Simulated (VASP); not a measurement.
Set up this calculation in VASP 6.6.1, as the native input.

```
Task                   : single point
Functional             : PBE
Potentials or basis    : VASP PAW PBE potentials, release 64 (Ga_d, I, Cl)
Cutoff                 : 520 eV
k mesh                 : 4 × 4 × 4
Occupations            : gaussian, width 0.1 eV
Spin                   : no spin polarisation
Dipole correction      : no
Further INCAR settings : ALGO = Normal; EDIFF = 1e-07; NBANDS = 50
```

The structure of Ga4ICl3 lies in POSCAR:

```
Ga4ICl3
1.0
   -3.4802677000      3.4802677000      3.4802677000
    3.4802677000     -3.4802677000      3.4802677000
    3.4802677000      3.4802677000     -3.4802677000
Ga I Cl
4 1 3
Direct
    0.5000000000      0.5000000000      0.5000000000
    0.0000000000      0.0000000000      0.5000000000
    0.0000000000      0.5000000000      0.0000000000
    0.5000000000      0.0000000000      0.0000000000
    0.0000000000      0.0000000000      0.0000000000
    0.5000000000      0.5000000000      0.0000000000
    0.5000000000      0.0000000000      0.5000000000
    0.0000000000      0.5000000000      0.5000000000
```

These files were run (other wordings do the same):

INCAR

```
SYSTEM = Ga4ICl3
  PREC = Accurate
  ENCUT = 520
  EDIFF = 1E-7
  ISMEAR = 0
  SIGMA = 0.1
  LREAL = .False.
  LASPH = .True.
  NELM = 60
  ALGO = Normal
  ISIF = 2
  LWAVE = .False.
  LCHARG = .True.
  GGA = PE
  LELF = .True.
  LVHAR = .True.
  NBANDS = 50
```

KPOINTS

```
regular mesh
0
Gamma
  4 4 4
  0 0 0
```

Potentials or basis: VASP PAW PBE potentials, release 64 (Ga_d, I, Cl).

Run with:

```sh
$ cat potpaw_PBE.64/Ga_d/POTCAR potpaw_PBE.64/I/POTCAR potpaw_PBE.64/Cl/POTCAR > POTCAR
$ mpirun -np 1 vasp_std > vasp.out
```

Results of the run:

| Property | Result |
| --- | --- |
| Pressure | 10.0 GPa |
| Band gap on the k mesh | 0.25 eV |

Caveat: the cell stands under pressure; semilocal functionals underestimate gaps, and a narrow one can read as zero; spin-orbit coupling is left out, which moves the levels of the heavy elements.

It took 100 s on 1 thread of AMD EPYC 9R14 (Zen 4), on a shared host, peak memory 0.31 GiB.
